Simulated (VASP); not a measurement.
# Mg3Zn2O (Cmmm) in VASP: relaxation of cell and atoms with PBE

Aim: the relaxation of cell and atoms of Mg3Zn2O with PBE.

All numbers are computed with VASP 6.6.1; they aren't measurements. Logs are shortened: lines on timing, memory, paths and dates and some standing lists are left out, and cuts for length are marked.

**1. The cell of the first run**

It takes space group Cmmm (No. 65, orthorhombic). Conventional cell: a = 4.625 Å, b = 11.950 Å, c = 4.547 Å, α = 90.00°, β = 90.00°, γ = 90.00°. Mg (site symmetry m2m) has 1 O at 1.84 Å within 2.4 Å. Within 4.2 Å of Mg (site symmetry mmm) lie 4 Zn at 3.20 Å and 4 O at 3.24 Å and 8 Mg at 3.73 Å. Within 3.3 Å of Zn (site symmetry 2/m) lie 2 Zn at 2.31 Å and 6 Mg at 2.80 to 3.20 Å. O (site symmetry mmm) has 2 Mg at 1.84 Å within 2.4 Å.

The cell was generated, and may not be a known phase.

**2. Relaxation of cell and atoms, PBE**

Input file INCAR:

```
SYSTEM = Mg3Zn2O
PREC     = Accurate       ! precision mode
ENCUT    = 600            ! plane-wave cutoff, eV
EDIFF    = 1E-6           ! SCF threshold, eV
ISMEAR   = 0              ! smearing method
SIGMA    = 0.1            ! smearing width, eV
LREAL    = .False.        ! projectors in reciprocal space
LASPH    = .True.         ! aspherical terms in the spheres
NELM     = 80             ! most SCF steps
ALGO     = Fast           ! electronic algorithm
ISIF     = 3              ! what is computed and relaxed
LWAVE    = .False.        ! write WAVECAR
LCHARG   = .False.        ! write CHGCAR
GGA      = PE             ! functional
IBRION   = 2              ! ionic algorithm
NSW      = 100            ! ionic steps
EDIFFG   = -0.01          ! ionic threshold
```

Input file KPOINTS:

```
regular mesh
0
Gamma
  10 10 8
  0 0 0
```

Input file POSCAR:

```
Mg3Zn2O
1.0
    2.3124560271     -5.9749637408      0.0000000000
    2.3124560271      5.9749637408      0.0000000000
    0.0000000000      0.0000000000      4.5465773212
Mg Zn O
3 2 1
Direct
    0.3461424147      0.6538575853      0.0000000000
    0.6538575853      0.3461424147      0.0000000000
    0.0000000000      0.0000000000      0.5000000000
    0.0000000000      0.5000000000      0.5000000000
    0.5000000000      0.0000000000      0.5000000000
    0.5000000000      0.5000000000      0.0000000000
```

Potentials or basis: VASP PAW PBE potentials, release 64 (Mg, Zn, O).

Started as:

```
$ cat potpaw_PBE.64/Mg/POTCAR potpaw_PBE.64/Zn/POTCAR potpaw_PBE.64/O/POTCAR > POTCAR
$ mpirun -np 1 vasp_std > vasp.out
```

OUTCAR:

```text
SYSTEM = Mg3Zn2O
   PREC = Accurate
   ENCUT = 600
   EDIFF = 1E-6
   ISMEAR = 0
   LREAL = .False.
   LASPH = .True.
   NELM = 80
   ISIF = 3
   GGA = PE
   IBRION = 2
   NSW = 100
   EDIFFG = -0.01

 ion  position               nearest neighbor table
   1  0.346  0.654  0.000-   6 1.84   5 2.80   4 2.80   4 2.80   5 2.80   2 3.26   2 3.26
   2  0.654  0.346  0.000-   6 1.84   5 2.80   4 2.80   4 2.80   5 2.80   1 3.26   1 3.26
   3  0.000  0.000  0.500-   4 3.20   5 3.20   4 3.20   5 3.20
   4  0.000  0.500  0.500-   5 2.31   5 2.31   1 2.80   1 2.80   2 2.80   2 2.80   3 3.20   3 3.20

   5  0.500  0.000  0.500-   4 2.31   4 2.31   1 2.80   1 2.80   2 2.80   2 2.80   3 3.20   3 3.20

   6  0.500  0.500  0.000-   1 1.84   2 1.84

  LATTYP: Found a base centered orthorhombic cell.
 ALAT       =     4.6249120542
 B/A-ratio  =     2.5838172362
 C/A-ratio  =     0.9830624384

  Lattice vectors:

 A1 = (   2.3124560271,  -5.9749637408,   0.0000000000)
 A2 = (   2.3124560271,   5.9749637408,   0.0000000000)
 A3 = (   0.0000000000,   0.0000000000,   4.5465773212)

Analysis of symmetry for initial positions (statically):
=====================================================================
 Subroutine PRICEL returns:
 Original cell was already a primitive cell.

 Routine SETGRP: Setting up the symmetry group for a
 base centered orthorhombic supercell.

 Subroutine GETGRP returns: Found  8 space group operations
 (whereof  8 operations were pure point group operations)
 out of a pool of  8 trial point group operations.

The static configuration has the point symmetry D_2h.

Analysis of symmetry for dynamics (positions and initial velocities):
=====================================================================
 Subroutine PRICEL returns:
 Original cell was already a primitive cell.

 Routine SETGRP: Setting up the symmetry group for a
 base centered orthorhombic supercell.

 Subroutine GETGRP returns: Found  8 space group operations
 (whereof  8 operations were pure point group operations)
 out of a pool of  8 trial point group operations.

The dynamic configuration has the point symmetry D_2h.

 Subroutine INISYM returns: Found  8 space group operations
 (whereof  8 operations are pure point group operations),
 and found     1 'primitive' translations

----------------------------------------------------------------------------------------

                                     Primitive cell

  volume of cell :     125.6387

  direct lattice vectors                    reciprocal lattice vectors
     2.312456027 -5.974963741  0.000000000     0.216220328 -0.083682516  0.000000000
     2.312456027  5.974963741  0.000000000     0.216220328  0.083682516  0.000000000
     0.000000000  0.000000000  4.546577321     0.000000000  0.000000000  0.219945671

  length of vectors
     6.406843574  6.406843574  4.546577321     0.231849075  0.231849075  0.219945671

  position of ions in fractional coordinates (direct lattice)
     0.346142415  0.653857585  0.000000000
     0.653857585  0.346142415  0.000000000
     0.000000000  0.000000000  0.500000000
     1.000000000  0.500000000  0.500000000
     0.500000000  1.000000000  0.500000000
     0.500000000  0.500000000  0.000000000

  ion indices of the primitive-cell ions
   primitive index   ion index
                 1           1
                 2           2
                 3           3
                 4           4
                 5           5
                 6           6

----------------------------------------------------------------------------------------

 KPOINTS: regular mesh

Automatic generation of k-mesh.
 Grid dimensions read from file:
 generate k-points for:   10   10    8

 Generating k-lattice:

  Cartesian coordinates                     Fractional coordinates (reciprocal lattice)
     0.021622033 -0.008368252  0.000000000     0.100000000 -0.000000000  0.000000000
     0.021622033  0.008368252  0.000000000    -0.000000000  0.100000000  0.000000000
     0.000000000  0.000000000  0.027493209     0.000000000  0.000000000  0.125000000

  Length of vectors
     0.023184908  0.023184908  0.027493209

  Shift w.r.t. Gamma in fractional coordinates (k-lattice)
     0.000000000  0.000000000  0.000000000

 Subroutine IBZKPT returns following result:
 ===========================================

 Found    155 irreducible k-points:

 Following reciprocal coordinates:
            Coordinates               Weight
  0.000000  0.000000  0.000000      1.000000
  0.100000  0.000000  0.000000      4.000000
  0.200000  0.000000  0.000000      4.000000
  0.300000 -0.000000  0.000000      4.000000
  0.400000  0.000000  0.000000      4.000000
  0.500000  0.000000  0.000000      2.000000
[... 16 lines left out ...]
  0.300000  0.300000  0.000000      2.000000
  0.400000  0.300000  0.000000      4.000000
 [... further k-points ...]
   k-points           NKPTS =    155   k-points in BZ     NKDIM =    155   number of bands    NBANDS=     22
   number of dos      NEDOS =    301   number of ions     NIONS =      6
   total plane-waves  NPLWV = 104976
   dimension x,y,z NGX =    54 NGY =   54 NGZ =   36
   dimension x,y,z NGXF=   108 NGYF=  108 NGZF=   72
   ions per type =               3   2   1
   NGX,Y,Z   is equivalent  to a cutoff of  14.01, 14.01, 13.16 a.u.
   NGXF,Y,Z  is equivalent  to a cutoff of  28.02, 28.02, 26.33 a.u.
 SYSTEM =  Mg3Zn2O
   PREC   = accura    normal or accurate (medium, high low for compatibility)
   ISTART =      0    job   : 0-new  1-cont  2-samecut
   ICHARG =      2    charge: 1-file 2-atom 10-const
   ISPIN  =      1    spin polarized calculation?
   LNONCOLLINEAR =      F non collinear calculations
   LSORBIT =      F    spin-orbit coupling
   LASPH  =      T    aspherical Exc in radial PAW
   ENCUT  =  600.0 eV  44.10 Ry    6.64 a.u.  12.80 12.80  9.08*2*pi/ulx,y,z
   NELM   =     80;   NELMIN=  2; NELMDL= -5     # of ELM steps
   EDIFF  = 0.1E-05   stopping-criterion for ELM
   LREAL  =      F    real-space projection
   EDIFFG = -.1E-01   stopping-criterion for IOM
   NSW    =    100    number of steps for IOM
   IBRION =      2    ionic relax: 0-MD 1-quasi-New 2-CG
   NFREE  =      1    steps in history (QN), initial steepest desc. (CG)
   ISIF   =      3    stress and relaxation
   ISYM   =      2    0-nonsym 1-usesym 2-fastsym
   POTIM  = 0.5000    time-step for ionic-motion
   TEBEG  =    0.0;   TEEND  =   0.0 temperature during run
   PSTRESS=    0.0 pullay stress
   NELECT =      36.0000    total number of electrons
   NUPDOWN=      -1.0000    fix difference up-down
   EMIN   =  10.00;   EMAX   =-10.00  energy-range for DOS
   EFERMI =   0.00;   METHOD = LEGACY
   ISMEAR =     0;   SIGMA  =   0.10  broadening in eV -4-tet -1-fermi 0-gaus
   EFERMI_NEDOS =   21; number of points for ismear=-14 and -15
   IALGO  =     68    algorithm
   IMIX   =      4    mixing-type and parameters
     AMIX     =   0.40;   BMIX     =  1.00
     AMIX_MAG =   1.60;   BMIX_MAG =  1.00
  volume/ion in A,a.u.               =      20.94       141.31
  Fermi-wavevector in a.u.,A,eV,Ry     =   1.079281  2.039545 15.848714  1.164848
  Thomas-Fermi vector in A             =   2.215242
   LORBIT       =      0    0 simple, 1 ext, 2 COOP (PROOUT), +10 PAW based schemes
   GGA     = PE    functional components
   LHFCALC =     F    Hartree Fock is set to
   AEXX    =    0.0000 exact exchange contribution
   IVDW    =     0    specifies the selected vdW correction
   LEPSILON=     F    determine dielectric tensor
   LRPA    =     F    only Hartree local field effects (RPA)
 conjugate gradient relaxation of ions
 non-spin polarized calculation
 RMM-DIIS sequential band-by-band and
 Gauss-broadening in eV      SIGMA  =   0.10
  energy-cutoff  :      600.00
  volume of cell :      125.64
 maximum number of plane-waves:      4232
 NGX is ok and might be reduce to    54
   NGX = 25   NGY = 25   NGZ = 19

--------------------------------------- Ionic step        1  -------------------------------------------

 number of electron      36.0000017 magnetization

 Free energy of the ion-electron system (eV)
  ---------------------------------------------------
  ext. energy  EPLUGINS =         0.00000000
  ---------------------------------------------------
  free energy    TOTEN  =       -14.20777272 eV

  energy without entropy =      -14.20086269  energy(sigma->0) =      -14.20431771

------------------------ aborting loop because EDIFF is reached ----------------------------------------

  FORCE on cell =-STRESS in cart. coord.  units (eV):
  Direction    XX          YY          ZZ          XY          YZ          ZX
  --------------------------------------------------------------------------------------
  -------------------------------------------------------------------------------------
  Total        0.2742298      0.2442741     -0.3123473      0.0000000      0.0000000      0.0000000
  in kB        3.4970506      3.1150475     -3.9831342      0.0000000      0.0000000      0.0000000
  external PRESSURE =       0.8763213 kB  Pullay stress =       0.0000000 kB
[... 101 lines left out ...]
  FREE ENERGIE OF THE ION-ELECTRON SYSTEM (eV)
  ---------------------------------------------------
  free  energy   TOTEN  =       -14.2090087011 eV

  energy  without entropy=      -14.2022197903  energy(sigma->0) =      -14.20561425

[... ionic steps 4 to 8 ...]

--------------------------------------- Ionic step        9  -------------------------------------------

 number of electron      36.0000018 magnetization

------------------------ aborting loop because EDIFF is reached ----------------------------------------
[... 75 lines left out ...]
--------------------------------------- Ionic step       11  -------------------------------------------

 number of electron      36.0000016 magnetization

 Free energy of the ion-electron system (eV)
  ---------------------------------------------------
  ext. energy  EPLUGINS =         0.00000000
  ---------------------------------------------------
  free energy    TOTEN  =       -14.21020285 eV

  energy without entropy =      -14.20351474  energy(sigma->0) =      -14.20685880

 E-fermi :   1.5271     XC(G=0):  -8.6935

 val. band max:        1.5229095064   @ k =   0.3000   0.1000   0.1250
 cond. band min:       1.5315198297   @ k =  -0.1000   0.1000   0.1250
 fundamental gap:      0.0086103234
 Fermi energy:         1.5271183187

 k-point     1 :       0.0000    0.0000    0.0000
  band No.  band energies     occupation
      1     -15.4716      2.00000
      2      -7.0630      2.00000
      3      -6.3498      2.00000
      4      -6.2925      2.00000
      5      -5.9934      2.00000
      6      -5.8742      2.00000
[... 589 lines left out ...]
     21       4.7036      0.00000
     22       5.0073      0.00000

 [... further k-points ...]

------------------------ aborting loop because EDIFF is reached ----------------------------------------

  FORCE on cell =-STRESS in cart. coord.  units (eV):
  Direction    XX          YY          ZZ          XY          YZ          ZX
  --------------------------------------------------------------------------------------
  -------------------------------------------------------------------------------------
  Total        0.0104465     -0.0286852     -0.0002706      0.0000000      0.0000000      0.0000000
  in kB        0.1332821     -0.3659825     -0.0034521      0.0000000      0.0000000      0.0000000
  external PRESSURE =      -0.0787175 kB  Pullay stress =       0.0000000 kB
[... 21 lines left out ...]
  FREE ENERGIE OF THE ION-ELECTRON SYSTEM (eV)
  ---------------------------------------------------
  free  energy   TOTEN  =       -14.2102028537 eV

  energy  without entropy=      -14.2035147375  energy(sigma->0) =      -14.20685880

 reached required accuracy - stopping structural energy minimisation
```

Wall time 1.5 h (1 thread of Oxide Virtual Turin-like, shared host); peak memory 0.7 GiB.

What came out:

```yaml
Free_energy: -14.2102 eV
Relaxed_volume: 20.93 Å³/atom
Relaxed_cell: a = 6.452 Å, b = 6.452 Å, c = 4.497 Å, α = 90.00°, β = 90.00°, γ = 137.87°
Space_group_after_relaxing_to_0.1_Å: Cmmm (No. 65)
Energy_gained_by_relaxing: 0.4 meV/atom
Ionic_steps: 11
Pressure_after_relaxing: 0.0 GPa
Band_gap_on_the_k_mesh: zero (bands 18 and 19 overlap by 1.61 eV)
```

The path:
```csv
step,energy change (eV),largest force (eV/Å),pressure (GPa),volume (Å³)
1,0.0000,0.0594,0.09,125.64
2,-0.0012,0.0484,-0.11,125.85
3,-0.0012,0.0610,-0.13,125.87
4,-0.0019,0.0267,-0.07,125.65
5,-0.0019,0.0066,-0.01,125.52
6,-0.0019,0.0110,0.00,125.55
7,-0.0021,0.0177,-0.02,125.49
8,-0.0023,0.0344,0.02,125.28
9,-0.0024,0.0209,0.07,125.29
10,-0.0024,0.0029,0.07,125.29
11,-0.0024,0.0003,-0.01,125.58
```

Final structure:
```cif
data_structure
_symmetry_space_group_name_H-M 'P 1'
_symmetry_Int_Tables_number 1
_cell_length_a 6.4518
_cell_length_b 6.4518
_cell_length_c 4.4973
_cell_angle_alpha 90.000
_cell_angle_beta 90.000
_cell_angle_gamma 137.870
_cell_volume 125.58
loop_
_atom_site_label
_atom_site_type_symbol
_atom_site_fract_x
_atom_site_fract_y
_atom_site_fract_z
_atom_site_occupancy
Mg1 Mg 0.34687 0.65313 0.00000 1
Mg2 Mg 0.65313 0.34687 0.00000 1
Mg3 Mg 0.00000 0.00000 0.50000 1
Zn1 Zn 0.00000 0.50000 0.50000 1
Zn2 Zn 0.50000 0.00000 0.50000 1
O1 O 0.50000 0.50000 0.00000 1
```

Levels at points of the mesh, in eV from the Fermi level:
```
           k point  band 15  band 16  band 17  band 18  band 19  band 20  band 21  band 22
(0.00, 0.00, 0.00)    -2.45    -1.09    -0.67    -0.41     0.15     0.53     1.90     3.60
(0.50, 0.00, 0.00)    -2.96    -2.30    -0.45    -0.18     1.83     2.06     2.98     3.05
(0.50, 0.50, 0.00)    -2.56    -2.36    -0.63    -0.05     0.68     2.17     3.26     4.07
(0.00, 0.00, 0.50)    -2.70    -2.40    -1.09     0.12     1.14     1.98     2.12     2.22
(0.50, 0.00, 0.50)    -3.08    -2.69    -1.89    -1.27    -0.69     1.01     2.94     3.20
(0.50, 0.50, 0.50)    -2.57    -2.43    -0.81     0.12     0.42     1.60     2.31     4.41
```
